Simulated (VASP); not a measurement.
Crystal: CuO.

```xyz
4
Lattice="0.0000 -2.1166 -2.2012 -2.1166 0.0000 -2.2012 2.1166 2.1166 -4.4024" Properties=species:S:1:pos:R:3 pbc="T T T"
Cu    0.0233   -0.0336   -4.3075
Cu    0.0233    2.0829   -6.5088
O    -0.0233    0.0336   -6.6986
O    -0.0233    0.0336   -2.2961
```

| Quantity | Value |
| --- | --- |
| Program | VASP 6.6.1 |
| Task | relaxation of the atoms |
| Functional | PBE |
| Potentials or basis | VASP PAW PBE potentials, release 64 (Cu, O) |
| Cutoff | 520 eV |
| k mesh | 9 × 9 × 5 |
| Occupations | fermi-dirac, width 0.05 eV |
| Spin | no spin polarisation |

At the start: pressure -1.4 GPa; volume 9.86 Å³/atom.

Q: Where does the relaxation end?

A: Over 7 steps the energy falls by 42.2 meV/atom at a fixed cell; space group Cm (No. 8, to 0.1 Å) before, I4/mmm (No. 139, to 0.1 Å).

Step by step:
```
step  energy change (eV)  largest force (eV/Å)  pressure (GPa)
   1              0.0000                0.8357           -1.45
   2             -0.1075                0.4957           -3.60
   3             -0.1679                0.0712           -4.55
   4             -0.1680                0.0723           -4.65
   5             -0.1689                0.0285           -4.69
   6             -0.1689                0.0213           -4.69
   7             -0.1690                0.0080           -4.66
```

Final structure:
```yaml
crystal:
  lattice:
    - [0.00000, -2.11656, -2.20122]
    - [-2.11656, 0.00000, -2.20122]
    - [2.11656, 2.11656, -4.40244]
  atoms:
    - { symbol: Cu, position: [0.50010, 0.49974, 0.49993] }
    - { symbol: Cu, position: [0.00010, 0.99974, 0.99992] }
    - { symbol: O, position: [0.74990, 0.75026, 0.75008] }
    - { symbol: O, position: [0.24990, 0.25026, 0.25007] }
```
